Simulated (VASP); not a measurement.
Write the native input for VASP 6.6.1 that does the following.

- Task: single point
- Functional: PBE
- Potentials or basis: VASP PAW PBE potentials, release 64 (Zn)
- Cutoff: 520 eV
- k mesh: 6 × 6 × 2
- Occupations: gaussian, width 0.1 eV
- Spin: no spin polarisation
- Dipole correction: no
- Further INCAR settings: ALGO = Fast; EDIFF = 1e-06; NBANDS = 25

The structure of Zn lies in POSCAR:

```
Zn
1.0
    2.2681701736     -1.3084870100      0.0000000000
    2.2681701736      1.3084870100      0.0000000000
   -1.5917165425      0.0000000000      7.3004081919
Zn
3
Direct
    0.0000000000      0.0000000000      0.0000000000
    0.2219821400      0.2219821400      0.6654950200
    0.7780178600      0.7780178600      0.3345049800
```

One way to write it, as run:

INCAR

```
SYSTEM = Zn
  ALGO = Fast
  EDIFF = 1E-6
  ENCUT = 520
  GGA = PE
  ISIF = 2
  ISMEAR = 0
  LASPH = .True.
  LCHARG = .False.
  LREAL = .False.
  LWAVE = .False.
  NBANDS = 25
  NELM = 80
  PREC = Accurate
  SIGMA = 0.1
```

KPOINTS

```
k-points
0
Gamma
  6 6 2
  0 0 0
```

Potentials or basis: VASP PAW PBE potentials, release 64 (Zn).

Run with:

```console
$ cat potpaw_PBE.64/Zn/POTCAR > POTCAR
$ mpirun -np 1 vasp_std > vasp.out
```

Results of the run:

```yaml
Pressure: 5.1 GPa
Largest_force: 0.027 eV/Å
Band_gap_on_the_k_mesh: zero (band 18 reaches 4.11 eV, above the bottom of band 19 at 0.48 eV)
```

Caveat: the k points lie up to 0.46 Å⁻¹ apart.

Run time: 18 s on 1 thread of Intel(R) Xeon(R) Platinum 8375C CPU @ 2.90GHz (Ice Lake), with other jobs on the host, peak memory 0.16 GiB.
